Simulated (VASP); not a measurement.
## Pt: relaxation of cell and atoms with LDA

Pt:

```
CELL_PARAMETERS angstrom
0.00000 1.96090 1.96090
1.96090 0.00000 1.96090
1.96090 1.96090 0.00000
ATOMIC_POSITIONS crystal
Pt 0.00000 0.00000 0.00000
```

```
Program                : VASP 6.6.1
Task                   : relaxation of cell and atoms
Functional             : LDA
Potentials or basis    : VASP PAW LDA potentials, release 64 (Pt)
Cutoff                 : 600 eV
k mesh                 : 11 × 11 × 11
Occupations            : fermi-dirac, width 0.05 eV
Spin                   : no spin polarisation
Dipole correction      : no
Further INCAR settings : ALGO = Normal; EDIFF = 1e-06; IBRION = 2; EDIFFG = -0.03; NSW = 80; ISIF = 3
```

```yaml
Relaxed_volume: 14.80 Å³/atom
Relaxed_cell: a = 2.756 Å, b = 2.756 Å, c = 2.756 Å, α = 60.00°, β = 60.00°, γ = 60.00°
Space_group_after_relaxing_to_0.05_Å: Fm-3m (No. 225)
Energy_gained_by_relaxing: 5.3 meV/atom
Ionic_steps: 3
Pressure_after_relaxing: -0.1 GPa
Band_gap_on_the_k_mesh: zero (band 5 reaches 11.92 eV, above the bottom of band 6 at 9.74 eV)
```

Step by step:
```tsv
step	energy change (eV)	largest force (eV/Å)	pressure (GPa)	volume (Å³)
1	0.0000	0.0000	-5.71	15.08
2	0.0482	0.0000	21.43	13.94
3	-0.0053	0.0000	-0.15	14.80
```

Final structure:
```yaml
crystal:
  lattice:
    - [0.00000, 1.94848, 1.94848]
    - [1.94848, 0.00000, 1.94848]
    - [1.94848, 1.94848, 0.00000]
  atoms:
    - { symbol: Pt, position: [0.00000, 0.00000, 0.00000] }
```

Levels at points of the mesh, in eV from the Fermi level:
```tsv
k point	band 2	band 3	band 4	band 5	band 6	band 7	band 8	band 9
(0.00, 0.00, 0.00)	-3.90	-3.90	-3.90	-1.64	-1.64	14.61	19.65	19.65
```

Wall time 12 s on 1 thread of Intel(R) Xeon(R) Platinum 8488C (Sapphire Rapids), on a shared host, peak memory 0.15 GiB.

Caveat: spin-orbit coupling is left out, which moves the levels of the heavy elements. LDA usually gives volumes a few per cent too small.
